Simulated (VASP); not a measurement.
Cu:

```
CELL_PARAMETERS angstrom
0.00000 1.80750 1.80750
1.80750 0.00000 1.80750
1.80750 1.80750 0.00000
ATOMIC_POSITIONS crystal
Cu 0.00000 0.00000 0.00000
```

```yaml
Program: VASP 6.6.1
Task: relaxation of volume and atoms at fixed shape
Functional: r2SCAN
Potentials_or_basis: VASP PAW PBE potentials, release 64 (Cu)
Cutoff: 600 eV
k_mesh: 19 × 19 × 19
Occupations: fermi-dirac, width 0.1 eV
Spin: no spin polarisation
```

At the start: pressure -4.3 GPa; volume 11.81 Å³/atom.

Problem. Where does the relaxation end?

Solution. Over 3 steps the energy falls by 4.3 meV/atom and the volume is 11.49 Å³/atom (-2.7 %); space group Fm-3m (No. 225, to 0.1 Å) before and after.

Step by step:
| step | energy change (eV) | largest force (eV/Å) | pressure (GPa) | volume (Å³) |
| --- | --- | --- | --- | --- |
| 1 | 0.0000 | 0.0000 | -4.26 | 11.81 |
| 2 | -0.0025 | 0.0000 | 2.86 | 11.28 |
| 3 | -0.0043 | 0.0000 | -0.02 | 11.49 |

Final structure:
```
Cu
1.0
     0.00000    1.79088    1.79088
     1.79088    0.00000    1.79088
     1.79088    1.79088    0.00000
Cu
1
Direct
  0.00000 0.00000 0.00000
```

Caveat: the PAW data sets were made with another functional, which shifts forces and pressure a little.
